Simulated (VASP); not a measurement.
# Rb (Fm-3m) in VASP: notebook

The runs below take Rb through single point, with BLYP.

All numbers are computed with VASP 6.6.1; they aren't measurements. Logs are shortened: lines on timing, memory, paths and dates and some standing lists are left out, and cuts for length are marked.

## (1) The cell of the first run

It takes space group Fm-3m (No. 225, cubic). Conventional cell: a = 7.265 Å, b = 7.265 Å, c = 7.265 Å, α = 90.00°, β = 90.00°, γ = 90.00°.

## (2) Single point, BLYP

Input file INCAR:

```
SYSTEM = Rb
PREC = Accurate ; ENCUT = 520
EDIFF = 1E-6 ; ISMEAR = -1
SIGMA = 0.1 ; LREAL = .FALSE.
LASPH = .TRUE. ; NELM = 100
ALGO = Normal ; ISIF = 2
LWAVE = .FALSE. ; LCHARG = .TRUE.
GGA = B5 ; ALDAX = 1.0
AGGAX = 1.0 ; AGGAC = 1.0
ALDAC = 0.0 ; LELF = .TRUE.
LVHAR = .TRUE. ; NBANDS = 10
```

Input file KPOINTS:

```
Automatic mesh
0
G
  8 8 8
  0 0 0
```

Input file POSCAR:

```
Rb
1.0
    0.0000000000      3.6325977135      3.6325977135
    3.6325977135      0.0000000000      3.6325977135
    3.6325977135      3.6325977135      0.0000000000
Rb
1
Direct
    0.0000000000      0.0000000000      0.0000000000
```

Potentials or basis: VASP PAW PBE potentials, release 64 (Rb_sv).

On the command line:

```sh
cat potpaw_PBE.64/Rb_sv/POTCAR > POTCAR
mpirun -np 1 vasp_std > vasp.out
```

OUTCAR:

```text
SYSTEM = Rb
   PREC = Accurate
   ENCUT = 520
   EDIFF = 1E-6
   ISMEAR = -1
   LREAL = .FALSE.
   LASPH = .TRUE.
   NELM = 100
   ISIF = 2
   GGA = B5

 ion  position               nearest neighbor table
   1  0.000  0.000  0.000-

  LATTYP: Found a face centered cubic cell.
 ALAT       =     7.2651954270

  Lattice vectors:

 A1 = (   0.0000000000,   3.6325977135,   3.6325977135)
 A2 = (   3.6325977135,   0.0000000000,   3.6325977135)
 A3 = (   3.6325977135,   3.6325977135,   0.0000000000)

Analysis of symmetry for initial positions (statically):
=====================================================================
 Subroutine PRICEL returns:
 Original cell was already a primitive cell.

 Routine SETGRP: Setting up the symmetry group for a
 face centered cubic supercell.

 Subroutine GETGRP returns: Found 48 space group operations
 (whereof 48 operations were pure point group operations)
 out of a pool of 48 trial point group operations.

The static configuration has the point symmetry O_h .

Analysis of symmetry for dynamics (positions and initial velocities):
=====================================================================
 Subroutine PRICEL returns:
 Original cell was already a primitive cell.

 Routine SETGRP: Setting up the symmetry group for a
 face centered cubic supercell.

 Subroutine GETGRP returns: Found 48 space group operations
 (whereof 48 operations were pure point group operations)
 out of a pool of 48 trial point group operations.

The dynamic configuration has the point symmetry O_h .

 Subroutine INISYM returns: Found 48 space group operations
 (whereof 48 operations are pure point group operations),
 and found     1 'primitive' translations

----------------------------------------------------------------------------------------

                                     Primitive cell

  volume of cell :      95.8698

  direct lattice vectors                    reciprocal lattice vectors
     0.000000000  3.632597714  3.632597714    -0.137642547  0.137642547  0.137642547
     3.632597714  0.000000000  3.632597714     0.137642547 -0.137642547  0.137642547
     3.632597714  3.632597714  0.000000000     0.137642547  0.137642547 -0.137642547

  length of vectors
     5.137268953  5.137268953  5.137268953     0.238403884  0.238403884  0.238403884

  position of ions in fractional coordinates (direct lattice)
     0.000000000  0.000000000  0.000000000

  ion indices of the primitive-cell ions
   primitive index   ion index
                 1           1

----------------------------------------------------------------------------------------

 KPOINTS: Automatic mesh

Automatic generation of k-mesh.
 Grid dimensions read from file:
 generate k-points for:    8    8    8

 Generating k-lattice:

  Cartesian coordinates                     Fractional coordinates (reciprocal lattice)
    -0.017205318  0.017205318  0.017205318     0.125000000  0.000000000  0.000000000
     0.017205318 -0.017205318  0.017205318     0.000000000  0.125000000  0.000000000
     0.017205318  0.017205318 -0.017205318     0.000000000  0.000000000  0.125000000

  Length of vectors
     0.029800485  0.029800485  0.029800485

  Shift w.r.t. Gamma in fractional coordinates (k-lattice)
     0.000000000  0.000000000  0.000000000

 Subroutine IBZKPT returns following result:
 ===========================================

 Found     29 irreducible k-points:

 Following reciprocal coordinates:
            Coordinates               Weight
  0.000000  0.000000  0.000000      1.000000
  0.125000  0.000000  0.000000      8.000000
  0.250000  0.000000  0.000000      8.000000
  0.375000  0.000000  0.000000      8.000000
  0.500000  0.000000  0.000000      4.000000
  0.125000  0.125000  0.000000      6.000000
[... 16 lines left out ...]
  0.500000  0.250000  0.125000     48.000000
 -0.375000  0.250000  0.125000     24.000000
 [... further k-points ...]
   k-points           NKPTS =     29   k-points in BZ     NKDIM =     29   number of bands    NBANDS=     10
   number of dos      NEDOS =    301   number of ions     NIONS =      1
   total plane-waves  NPLWV =  64000
   dimension x,y,z NGX =    40 NGY =   40 NGZ =   40
   dimension x,y,z NGXF=    80 NGYF=   80 NGZF=   80
   ions per type =               1
   NGX,Y,Z   is equivalent  to a cutoff of  12.94, 12.94, 12.94 a.u.
   NGXF,Y,Z  is equivalent  to a cutoff of  25.89, 25.89, 25.89 a.u.
 SYSTEM =  Rb
   PREC   = accura    normal or accurate (medium, high low for compatibility)
   ISTART =      0    job   : 0-new  1-cont  2-samecut
   ICHARG =      2    charge: 1-file 2-atom 10-const
   ISPIN  =      1    spin polarized calculation?
   LNONCOLLINEAR =      F non collinear calculations
   LSORBIT =      F    spin-orbit coupling
   LASPH  =      T    aspherical Exc in radial PAW
   ENCUT  =  520.0 eV  38.22 Ry    6.18 a.u.   9.55  9.55  9.55*2*pi/ulx,y,z
   NELM   =    100;   NELMIN=  2; NELMDL= -5     # of ELM steps
   EDIFF  = 0.1E-05   stopping-criterion for ELM
   LREAL  =      F    real-space projection
   EDIFFG = 0.1E-04   stopping-criterion for IOM
   NSW    =      0    number of steps for IOM
   IBRION =     -1    ionic relax: 0-MD 1-quasi-New 2-CG
   NFREE  =      0    steps in history (QN), initial steepest desc. (CG)
   ISIF   =      2    stress and relaxation
   ISYM   =      2    0-nonsym 1-usesym 2-fastsym
   POTIM  = 0.5000    time-step for ionic-motion
   TEBEG  =    0.0;   TEEND  =   0.0 temperature during run
   PSTRESS=    0.0 pullay stress
   NELECT =       9.0000    total number of electrons
   NUPDOWN=      -1.0000    fix difference up-down
   EMIN   =  10.00;   EMAX   =-10.00  energy-range for DOS
   EFERMI =   0.00;   METHOD = LEGACY
   ISMEAR =    -1;   SIGMA  =   0.10  broadening in eV -4-tet -1-fermi 0-gaus
   EFERMI_NEDOS =   21; number of points for ismear=-14 and -15
   IALGO  =     38    algorithm
   IMIX   =      4    mixing-type and parameters
     AMIX     =   0.40;   BMIX     =  1.00
     AMIX_MAG =   1.60;   BMIX_MAG =  1.00
  volume/ion in A,a.u.               =      95.87       646.96
  Fermi-wavevector in a.u.,A,eV,Ry     =   0.744038  1.406028  7.532081  0.553592
  Thomas-Fermi vector in A             =   1.839295
   LORBIT       =      0    0 simple, 1 ext, 2 COOP (PROOUT), +10 PAW based schemes
   GGA     = B5    functional components
   LHFCALC =     F    Hartree Fock is set to
   AEXX    =    0.0000 exact exchange contribution
   IVDW    =     0    specifies the selected vdW correction
   LEPSILON=     F    determine dielectric tensor
   LRPA    =     F    only Hartree local field effects (RPA)
 non-spin polarized calculation
  energy-cutoff  :      520.00
  volume of cell :       95.87
 maximum number of plane-waves:      2637
 NGX is ok and might be reduce to    40
   NGX = 19   NGY = 19   NGZ = 19

 number of electron       9.0000000 magnetization

 Free energy of the ion-electron system (eV)
  ---------------------------------------------------
  ext. energy  EPLUGINS =         0.00000000
  ---------------------------------------------------
  free energy    TOTEN  =        -0.61960785 eV

  energy without entropy =       -0.58634864  energy(sigma->0) =       -0.60297824

 E-fermi :   0.3033     XC(G=0):  -4.9390

 val. band max:        0.2123252607   @ k =   0.3750   0.3750   0.0000
 cond. band min:       0.3886389603   @ k =   0.5000   0.0000   0.0000
 fundamental gap:      0.1763136997
 Fermi energy:         0.3032892650

 k-point     1 :       0.0000    0.0000    0.0000
  band No.  band energies     occupation
      1     -28.7079      2.00000
      2     -12.8091      2.00000
      3     -12.8091      2.00000
      4     -12.8091      2.00000
      5      -1.5806      2.00000
      6       3.6734      0.00000
      7       3.6734      0.00000
      8       3.6734      0.00000
      9       4.8626      0.00000
     10       4.8626      0.00000

 k-point     2 :       0.1250    0.0000    0.0000
  band No.  band energies     occupation
      1     -28.7074      2.00000
      2     -12.8209      2.00000
      3     -12.8107      2.00000
      4     -12.8107      2.00000
      5      -1.4136      2.00000
      6       3.2954      0.00000
      7       3.7397      0.00000
      8       3.7397      0.00000
      9       4.7262      0.00000
     10       4.7262      0.00000

 k-point     3 :       0.2500    0.0000    0.0000
  band No.  band energies     occupation
      1     -28.7064      2.00000
      2     -12.8489      2.00000
      3     -12.8147      2.00000
      4     -12.8147      2.00000
      5      -0.9354      1.99999
      6       2.5511      0.00000
      7       3.7495      0.00000
      8       3.7495      0.00000
      9       4.7491      0.00000
     10       4.7491      0.00000

 k-point     4 :       0.3750    0.0000    0.0000
  band No.  band energies     occupation
      1     -28.7053      2.00000
      2     -12.8766      2.00000
      3     -12.8186      2.00000
      4     -12.8186      2.00000
      5      -0.2225      1.98964
      6       1.7201      0.00000
      7       3.5890      0.00000
      8       3.5890      0.00000
      9       5.2544      0.00000
     10       5.2550      0.00000

 k-point     5 :       0.5000    0.0000    0.0000
  band No.  band energies     occupation
      1     -28.7049      2.00000
      2     -12.8880      2.00000
      3     -12.8202      2.00000
      4     -12.8202      2.00000
      5       0.3886      0.59740
      6       1.0826      0.00082
      7       3.5089      0.00000
      8       3.5089      0.00000
      9       5.3440      0.00000
     10       5.7182      0.00000

 k-point     6 :       0.1250    0.1250    0.0000
  band No.  band energies     occupation
      1     -28.7073      2.00000
      2     -12.8205      2.00000
      3     -12.8134      2.00000
      4     -12.8134      2.00000
      5      -1.3580      2.00000
      6       3.2816      0.00000
      7       3.7358      0.00000
      8       3.7358      0.00000
      9       4.3257      0.00000
     10       4.9650      0.00000
[... 183 lines left out ...]
 k-point    21 :       0.5000    0.5000    0.0000
  band No.  band energies     occupation
      1     -28.7039      2.00000
      2     -12.8836      2.00000
      3     -12.8383      2.00000
      4     -12.8383      2.00000
      5       0.9851      0.00219
      6       1.7317      0.00000
      7       2.0837      0.00000
      8       4.6483      0.00000
      9       4.6522      0.00000
     10       4.6522      0.00000

 k-point    22 :       0.3750    0.2500    0.1250
  band No.  band energies     occupation
      1     -28.7056      2.00000
      2     -12.8559      2.00000
      3     -12.8292      2.00000
      4     -12.8197      2.00000
      5      -0.5239      1.99949
      6       2.4607      0.00000
      7       3.0421      0.00000
      8       3.9574      0.00000
      9       4.2121      0.00000
     10       5.3735      0.00000

 k-point    23 :       0.5000    0.2500    0.1250
  band No.  band energies     occupation
      1     -28.7048      2.00000
      2     -12.8708      2.00000
      3     -12.8380      2.00000
      4     -12.8243      2.00000
      5       0.1758      1.56325
      6       1.8920      0.00000
      7       2.7008      0.00000
      8       3.7339      0.00000
      9       4.6206      0.00000
     10       5.2383      0.00000

 k-point    24 :      -0.3750    0.2500    0.1250
  band No.  band energies     occupation
      1     -28.7044      2.00000
      2     -12.8773      2.00000
      3     -12.8407      2.00000
      4     -12.8268      2.00000
      5       0.8664      0.00714
      6       1.2177      0.00021
      7       2.6689      0.00000
      8       3.5959      0.00000
      9       4.5331      0.00000
     10       5.6860      0.00000

 [... further k-points ...]

------------------------ aborting loop because EDIFF is reached ----------------------------------------

  FORCE on cell =-STRESS in cart. coord.  units (eV):
  Direction    XX          YY          ZZ          XY          YZ          ZX
  --------------------------------------------------------------------------------------
  -------------------------------------------------------------------------------------
  Total        0.0046710      0.0046710      0.0046710     -0.0000000      0.0000000     -0.0000000
  in kB        0.0780623      0.0780623      0.0780623     -0.0000000      0.0000000     -0.0000000
  external PRESSURE =       0.0780623 kB  Pullay stress =       0.0000000 kB

 VOLUME and BASIS-vectors are now :
 -----------------------------------------------------------------------------
  energy-cutoff  :      520.00
  volume of cell :       95.87
      direct lattice vectors                 reciprocal lattice vectors
     0.000000000  3.632597714  3.632597714    -0.137642547  0.137642547  0.137642547
     3.632597714  0.000000000  3.632597714     0.137642547 -0.137642547  0.137642547
     3.632597714  3.632597714  0.000000000     0.137642547  0.137642547 -0.137642547

 POSITION                                       TOTAL-FORCE (eV/Angst)
 -----------------------------------------------------------------------------------
      0.00000      0.00000      0.00000         0.000000      0.000000      0.000000
 -----------------------------------------------------------------------------------
    total drift:                               -0.000000     -0.000000     -0.000000

  FREE ENERGIE OF THE ION-ELECTRON SYSTEM (eV)
  ---------------------------------------------------
  free  energy   TOTEN  =        -0.6196078538 eV

  energy  without entropy=       -0.5863486361  energy(sigma->0) =       -0.60297824
```

Run time: 47 s. Hardware: 1 thread of Intel Xeon Platinum 8259CL at 2.50GHz (Skylake/Cascade Lake), shared host; peak memory 0.23 GiB.

What came out:

```yaml
Free_energy: -0.6196 eV
Pressure: 0.0 GPa
```

Caveat: the PAW data sets were made with another functional, which shifts forces and pressure a little.

## (3) Single point, BLYP (volume scaled by 0.88)

Input file INCAR:

```
SYSTEM = Rb
PREC     = Accurate       ! precision mode
ENCUT    = 520            ! plane-wave cutoff, eV
EDIFF    = 1E-6           ! SCF threshold, eV
ISMEAR   = -1             ! smearing method
SIGMA    = 0.1            ! smearing width, eV
LREAL    = .FALSE.        ! projectors in reciprocal space
LASPH    = .TRUE.         ! aspherical terms in the spheres
NELM     = 100            ! most SCF steps
ALGO     = Normal         ! electronic algorithm
ISIF     = 2              ! what is computed and relaxed
LWAVE    = .FALSE.        ! write WAVECAR
LCHARG   = .TRUE.         ! write CHGCAR
GGA      = B5             ! functional
ALDAX    = 1.0          
AGGAX    = 1.0          
AGGAC    = 1.0          
ALDAC    = 0.0          
LELF     = .TRUE.         ! ELF
LVHAR    = .TRUE.       
NBANDS   = 10             ! bands
```

Input file KPOINTS:

```
Automatic mesh
0
G
  9 9 9
  0 0 0
```

Input file POSCAR:

```
Rb
1.0
    0.0000000000      3.4810601634      3.4810601634
    3.4810601634      0.0000000000      3.4810601634
    3.4810601634      3.4810601634      0.0000000000
Rb
1
Direct
    0.0000000000      0.0000000000      0.0000000000
```

Potentials or basis: VASP PAW PBE potentials, release 64 (Rb_sv).

On the command line:

```sh
cat potpaw_PBE.64/Rb_sv/POTCAR > POTCAR
mpirun -np 1 vasp_std > vasp.out
```

It took 38 s on 1 thread of Intel Xeon Platinum 8259CL at 2.50GHz (Skylake/Cascade Lake), shared host; peak memory 0.23 GiB.

It converged, with:

| Quantity | Value |
| --- | --- |
| Free energy | -0.6087 eV |
| Pressure | 0.4 GPa |

Levels at points of the mesh, in eV from the Fermi level:
```tsv
k point	band 2	band 3	band 4	band 5	band 6	band 7	band 8	band 9
(0.00, 0.00, 0.00)	-13.09	-13.09	-13.09	-2.09	3.44	3.44	3.44	4.75
```

Caveat: the PAW data sets were made with another functional, which shifts forces and pressure a little.

[end of part 1 of 2]
